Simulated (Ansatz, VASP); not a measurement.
# Two plane-wave programs on SiC2

INCAR

```
SYSTEM = SiC2
PREC = Accurate ; ENCUT = 600
EDIFF = 1E-6 ; ISMEAR = 0
SIGMA = 0.1 ; LREAL = .FALSE.
LASPH = .TRUE. ; NELM = 100
ALGO = Normal ; ISIF = 3
LWAVE = .FALSE. ; LCHARG = .FALSE.
GGA = PE ; IBRION = 2
NSW = 100 ; EDIFFG = -0.01
```

File KPOINTS:

```
regular mesh
0
G
  18 18 18
  0 0 0
```

File POSCAR:

```
SiC2
1.0
    1.4560370494      0.8406433824      3.6402794631
   -1.4560370494      0.8406433824      3.6402794631
    0.0000000000     -1.6812867649      3.6402794631
Si C
1 2
Direct
    0.0000000000      0.0000000000      0.0000000000
    0.4381728425      0.4381728425      0.4381728425
    0.5618271575      0.5618271575      0.5618271575
```

Input for Ansatz:

```yaml
crystal:
  lattice:
    - [1.4560370494, 0.8406433824, 3.6402794631]
    - [-1.4560370494, 0.8406433824, 3.6402794631]
    - [0.0, -1.6812867649, 3.6402794631]
  atoms:
    - { symbol: Si, position: [0.0, 0.0, 0.0] }
    - { symbol: C, position: [0.4381728425, 0.4381728425, 0.4381728425] }
    - { symbol: C, position: [0.5618271575, 0.5618271575, 0.5618271575] }
basis:
  ecutwfc: 420
kpoints:
  mp_grid: { grid: [18, 18, 18] }
hamiltonian:
  xc: pbe
scf:
  occupations: { method: gaussian, width: 0.1 }
output:
  forces: true
  stress: true
  eigenvalues: true
  write_density: true
  write_potential: true
  elf: true
  volumetric_format: npy
relax:
  adjacent_minimum: "off"
  f_tol: 0.01
  max_steps: 80
  cell: { stress_tol: 0.05 }
```

Alike in both runs: task relaxation of cell and atoms; functional PBE; k mesh 18 × 18 × 18; occupations gaussian, width 0.1 eV; no spin polarisation.

|  | VASP | Ansatz |
| --- | --- | --- |
| version | VASP 6.6.1 | Ansatz 0.2.0 |
| potentials or method | VASP PAW PBE potentials, release 64 (Si, C), cutoff 600 eV | scalar-relativistic, plane waves, PAW |
| valence electrons in the cell | 12 | 12 |

```csv
,VASP,Ansatz,Ansatz less VASP
"gap on the k mesh at the Fermi level, each at its own relaxed structure (eV)",none,none,-
relaxed volume (Å³/atom),8.94,8.95,+0.004
relaxed length of the cell vector where the two differ most in proportion (Å),3.999,3.999,+0.0002
```

A gap of «none» marks a metal or a gap that the smearing closes.
